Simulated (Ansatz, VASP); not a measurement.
# Two plane-wave programs on SiO2

```xyz
12
Lattice="4.0465 0.0000 0.0000 0.0000 4.9993 0.0000 0.0000 0.0000 4.4624" Properties=species:S:1:pos:R:3 pbc="T T T"
Si    2.0233    1.7384    3.3468
Si    0.0000    0.7612    1.1156
Si    2.0233    3.2609    1.1156
Si    0.0000    4.2381    3.3468
O     1.0853    3.0854    2.5900
O     3.1086    4.4136    1.8723
O     0.9379    4.4136    0.3589
O     2.9612    3.0854    4.1035
O     1.0853    1.9140    0.3589
O     3.1086    0.5857    4.1035
O     0.9379    0.5857    2.5900
O     2.9612    1.9140    1.8723
```

Alike in both runs: functional LDA; k mesh 6 × 6 × 6; occupations gaussian, width 0.02 eV; no spin polarisation.

Ansatz relaxed the structure, and its values are those at the end. VASP's run is a single point on that final structure, the one shown.

|  | VASP | Ansatz |
| --- | --- | --- |
| version | VASP 6.6.1 | Ansatz 0.2.0 |
| potentials or method | VASP PAW LDA potentials, release 64 (Si, O), cutoff 520 eV | scalar-relativistic, plane waves, PAW |
| valence electrons in the cell | 64 | 64 |

```tsv
	VASP	Ansatz	Ansatz less VASP
gap on the k mesh at the Fermi level (eV)	6.10	6.09	-0.009
least direct gap on the mesh (eV)	6.10	6.09	-0.009
pressure (GPa)	1.1	0.0	-1.12
rms of the force components (eV/Å)	0.014	0.002	-0.0115
```

LDA's correlation is that of Perdew and Zunger in VASP and of Perdew and Wang (1992) in Ansatz.
